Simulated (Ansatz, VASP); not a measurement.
## One calculation of Sb, two programs

```
Sb
1.0
     3.06119    0.00000    0.00000
     0.00000    3.06119    0.00000
     0.00000    0.00000    3.06119
Sb
1
Direct
  0.00000 0.00000 0.00000
```

Alike in both runs: functional PBE; dispersion D3(BJ); k mesh 14 × 14 × 14; occupations gaussian, width 0.1 eV; no spin polarisation.

Ansatz relaxed the structure, and its values are those at the end. VASP's run is a single point on that final structure, the one shown.

|  | VASP | Ansatz |
| --- | --- | --- |
| version | VASP 6.6.1 | Ansatz 0.2.0 |
| potentials or method | VASP PAW PBE potentials, release 64 (Sb), cutoff 500 eV | scalar-relativistic, plane waves, PAW |
| valence electrons in the cell | 5 | 15 |

|  | VASP | Ansatz | Ansatz less VASP |
| --- | --- | --- | --- |
| gap on the k mesh at the Fermi level (eV) | none | none | - |
| pressure (GPa) | 0.0 | 0.0 | 0.00 |

A gap of «none» marks a metal or a gap that the smearing closes. VASP's potentials hold 5 valence electrons a cell and Ansatz's 15, so a difference there can come from the potentials and not from the codes.

Neither program's run includes spin-orbit coupling.
